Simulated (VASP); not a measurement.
# LuBe3: single point with PBE

The system is LuBe3.

```
CELL_PARAMETERS angstrom
3.84082 0.00000 0.00000
0.00000 3.84082 0.00000
0.00000 0.00000 3.84082
ATOMIC_POSITIONS crystal
Lu 0.00000 0.00000 0.00000
Be 0.00000 0.50000 0.50000
Be 0.50000 0.00000 0.50000
Be 0.50000 0.50000 0.00000
```

The cell was generated, and may not be a known phase.

* Program: VASP 6.6.1
* Task: single point
* Functional: PBE
* Potentials or basis: VASP PAW PBE potentials, release 64 (Lu, Be)
* Cutoff: 520 eV
* k mesh: 6 × 6 × 6
* Occupations: gaussian, width 0.1 eV
* Spin: no spin polarisation
* Dipole correction: no
* Further INCAR settings: ALGO = Normal; EDIFF = 1e-07; NBANDS = 24

* Pressure: 0.2 GPa
* Band gap on the k mesh: zero (an odd number of electrons rules out a gap without spin polarisation)

Levels at points of the mesh, in eV from the Fermi level:
```tsv
k point	band 11	band 12	band 13	band 14	band 15	band 16	band 17	band 18	band 19	band 20
(0.00, 0.00, 0.00)	-3.76	-3.74	-0.50	-0.50	0.43	0.43	0.43	4.42	4.42	4.42
(0.50, 0.00, 0.00)	-3.74	-3.72	-3.72	-0.28	-0.23	-0.23	3.65	3.65	4.78	4.78
(0.50, 0.50, 0.00)	-3.73	-3.71	-3.13	-2.31	-2.31	0.96	0.96	4.01	4.33	5.36
(0.50, 0.50, 0.50)	-3.74	-2.10	-2.07	-2.07	-2.07	-0.64	-0.64	-0.64	4.50	6.34
```

Run time: 14 s on 1 thread of Intel(R) Xeon(R) 6975P-C (Granite Rapids), on a shared host, peak memory 0.19 GiB.

Caveat: spin-orbit coupling is left out, which moves the levels of the heavy elements.
